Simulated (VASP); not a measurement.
Si, 16 atoms in the cell. The typed cell holds 16 atoms: a = 3.832 Å, b = 6.342 Å, c = 13.331 Å, α = 94.55°, β = 87.25°, γ = 90.00°. 

| Quantity | Value |
| --- | --- |
| Program | VASP 6.6.1 |
| Task | single point |
| Functional | r2SCAN |
| Potentials or basis | VASP PAW PBE potentials, release 64 (Si) |
| Cutoff | 520 eV |
| k mesh | 7 × 4 × 2 |
| Occupations | gaussian, width 0.05 eV |
| Spin | no spin polarisation |
| Dipole correction | no |
| Further INCAR settings | LREAL = Auto; ALGO = Normal; EDIFF = 1e-07; NBANDS = 46 |

Potentials or basis: VASP PAW PBE potentials, release 64 (Si).

Command:

```sh
$ cat potpaw_PBE.64/Si/POTCAR > POTCAR
$ cp INCAR.step1 INCAR
$ mpirun -np 1 vasp_std > vasp.out
$ cp INCAR.step2 INCAR
$ mpirun -np 1 vasp_std > vasp.out
```

Hardware: 1 thread of Intel(R) Xeon(R) Platinum 8559C (Emerald Rapids) (shared host).

Problem. Estimate the wall time of this run.

Solution. Wall time 20 min on 1 thread of Intel(R) Xeon(R) Platinum 8559C (Emerald Rapids), with other jobs on the host, peak memory 0.52 GiB. Counts: k points 30.
